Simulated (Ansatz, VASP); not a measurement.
**Two plane-wave programs on WS2**

```
W S
1.0
     3.14728    0.00000    0.00000
    -1.57364    2.72562    0.00000
     0.00000    0.00000   18.86762
W S
3 6
Cartesian
  1.5736 0.9085 6.2766
  0.0000 1.8171 12.5658
  0.0000 0.0000 18.8550
  0.0000 1.8171 4.7101
  1.5736 0.9085 1.5534
  0.0000 0.0000 10.9993
  0.0000 1.8171 7.8426
  1.5736 0.9085 17.2885
  0.0000 0.0000 14.1318
```

Change from the starting cell: strain along c alone, the other axes held, atoms relaxed: -1.5 %.

Alike in both runs: functional PBEsol; k mesh 12 × 12 × 2; occupations gaussian, width 0.02 eV; no spin polarisation.

Ansatz relaxed the structure, and its values are those at the end. VASP's run is a single point on that final structure, the one shown.

|  | VASP | Ansatz |
| --- | --- | --- |
| version | VASP 6.6.1 | Ansatz 0.2.0 |
| potentials or method | VASP PAW PBE potentials, release 64 (W_sv, S), cutoff 520 eV | scalar-relativistic, plane waves, PAW |
| valence electrons in the cell | 78 | 78 |

VASP gave:

* gap on the k mesh at the Fermi level (eV): 1.10
* least direct gap on the mesh (eV): 1.93
* pressure (GPa): 0.3
* rms of the force components (eV/Å): 0.011

Task: Estimate Ansatz's values.

Result: gap on the k mesh at the Fermi level (eV): 1.08; least direct gap on the mesh (eV): 1.93; pressure (GPa): 0.2; rms of the force components (eV/Å): 0.001.

VASP's potentials were made for PBE, not for PBEsol. Ansatz's warnings: stress scf threshold loose.

Spin-orbit coupling is off throughout.
